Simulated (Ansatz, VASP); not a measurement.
BaTiO3: VASP beside Ansatz

The input INCAR:

```
SYSTEM = BaTiO3
  ALGO = Normal
  EDIFF = 1E-7
  ENCUT = 520
  GGA = PS
  ISIF = 2
  ISMEAR = -1
  LASPH = .TRUE.
  LCHARG = .FALSE.
  LREAL = .FALSE.
  LWAVE = .FALSE.
  NBANDS = 28
  NELM = 100
  PREC = Accurate
  SIGMA = 0.03
```

KPOINTS

```
k-points
0
G
  7 7 7
  0 0 0
```

File POSCAR:

```
BaTiO3
1.0
    4.0262895137      0.0000000000      0.0000000000
    0.0000000000      4.0262895137      0.0000000000
    0.0000000000      0.0000000000      4.0446100470
Ba Ti O
1 1 3
Direct
    0.0000000000      0.0000000000      0.0000000000
    0.5000000000      0.5000000000      0.5000000000
    0.5000000000      0.5000000000      0.0000000000
    0.5000000000      0.0000000000      0.5000000000
    0.0000000000      0.5000000000      0.5000000000
```

Input for Ansatz:

```yaml
crystal:
  lattice:
    - [4.0262895137, 0.0, 0.0]
    - [0.0, 4.0262895137, 0.0]
    - [0.0, 0.0, 4.044610047]
  atoms:
    - { symbol: Ba, position: [0.0, 0.0, 0.0] }
    - { symbol: Ti, position: [0.5, 0.5, 0.5] }
    - { symbol: O, position: [0.5, 0.5, 0.0] }
    - { symbol: O, position: [0.5, 0.0, 0.5] }
    - { symbol: O, position: [0.0, 0.5, 0.5] }
kpoints:
  mp_grid: { grid: [7, 7, 7] }
  band_path:
    path:
      - [0.0, 0.0, 0.0]
      - [0.0, 0.5, 0.0]
      - [0.5, 0.5, 0.0]
      - [0.0, 0.0, 0.0]
      - [0.0, 0.0, 0.5]
      - [0.0, 0.5, 0.5]
      - [0.5, 0.5, 0.5]
      - [0.0, 0.0, 0.5]
      - [0.0, 0.5, 0.0]
    npoints: 5
scf:
  occupations: { method: fermi_dirac, width: 0.03 }
hamiltonian:
  xc: pbesol
  pseudopotentials: { kind: all_electron, lapw: { basis_error: 0.001 } }
output:
  forces: true
  stress: true
  eigenvalues: true
```

Change from the starting cell: volume scaled by 1.02.

Alike in both runs: task single point; functional PBEsol; k mesh 7 × 7 × 7; occupations fermi-dirac, width 0.03 eV; no spin polarisation.

|  | VASP | Ansatz |
| --- | --- | --- |
| version | VASP 6.6.1 | Ansatz 0.2.0 |
| potentials or method | VASP PAW PBE potentials, release 64 (Ba_sv, Ti_sv, O), cutoff 520 eV | all-electron LAPW, scalar-relativistic |

```tsv
	VASP	Ansatz	Ansatz less VASP
gap on the k mesh at the Fermi level (eV)	1.71	1.77	+0.059
pressure (GPa)	-5.9	-7.6	-1.66
traceless stress, the component that is largest in VASP (GPa)	-0.51	-0.50	+0.018
```

VASP's potentials were made for PBE, not for PBEsol. Ansatz ran all-electron here, and VASP with PAW potentials.

Neither program's run includes spin-orbit coupling.
